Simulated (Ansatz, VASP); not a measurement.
## Two plane-wave programs on Mg2O

The input INCAR:

```
SYSTEM = Mg2O
PREC     = Accurate       ! precision mode
ENCUT    = 600            ! plane-wave cutoff, eV
EDIFF    = 1E-6           ! SCF threshold, eV
ISMEAR   = 0              ! smearing method
SIGMA    = 0.1            ! smearing width, eV
LREAL    = .FALSE.        ! projectors in reciprocal space
LASPH    = .TRUE.         ! aspherical terms in the spheres
NELM     = 60             ! most SCF steps
ALGO     = Normal         ! electronic algorithm
ISIF     = 3              ! what is computed and relaxed
LWAVE    = .FALSE.        ! write WAVECAR
LCHARG   = .FALSE.        ! write CHGCAR
GGA      = PE             ! functional
IBRION   = 2              ! ionic algorithm
NSW      = 100            ! ionic steps
EDIFFG   = -0.01          ! ionic threshold
```

File KPOINTS:

```
regular mesh
0
G
  12 12 12
  0 0 0
```

File POSCAR:

```
Mg2O
1.0
    1.5362501522      0.8869544389      5.0131501767
   -1.5362501522      0.8869544389      5.0131501767
    0.0000000000     -1.7739088778      5.0131501767
Mg O
2 1
Direct
    0.7493355120      0.7493355120      0.7493355120
    0.2506644880      0.2506644880      0.2506644880
    0.0000000000      0.0000000000      0.0000000000
```

Input for Ansatz:

```yaml
crystal:
  lattice:
    - [1.5362501522, 0.8869544389, 5.0131501767]
    - [-1.5362501522, 0.8869544389, 5.0131501767]
    - [0.0, -1.7739088778, 5.0131501767]
  atoms:
    - { symbol: Mg, position: [0.749335512, 0.749335512, 0.749335512] }
    - { symbol: Mg, position: [0.250664488, 0.250664488, 0.250664488] }
    - { symbol: O, position: [0.0, 0.0, 0.0] }
basis:
  ecutwfc: 420
kpoints:
  mp_grid: { grid: [12, 12, 12] }
hamiltonian:
  xc: pbe
scf:
  occupations: { method: gaussian, width: 0.1 }
output:
  forces: true
  stress: true
  eigenvalues: true
relax:
  adjacent_minimum: "off"
  f_tol: 0.01
  max_steps: 80
  cell: { stress_tol: 0.05 }
```

Alike in both runs: task relaxation of cell and atoms; functional PBE; k mesh 12 × 12 × 12; occupations gaussian, width 0.1 eV; no spin polarisation.

|  | VASP | Ansatz |
| --- | --- | --- |
| version | VASP 6.6.1 | Ansatz 0.2.0 |
| potentials or method | VASP PAW PBE potentials, release 64 (Mg, O), cutoff 600 eV | scalar-relativistic, plane waves, PAW |
| valence electrons in the cell | 10 | 26 |

```tsv
	VASP	Ansatz	Ansatz less VASP
gap on the k mesh at the Fermi level, each at its own relaxed structure (eV)	none	none	-
relaxed volume (Å³/atom)	13.66	13.74	+0.079
relaxed length of the cell vector where the two differ most in proportion (Å)	5.325	5.336	+0.0112
```

A gap of «none» marks a metal or a gap that the smearing closes. VASP's potentials hold 10 valence electrons a cell and Ansatz's 26, so a difference there can come from the potentials and not from the codes.
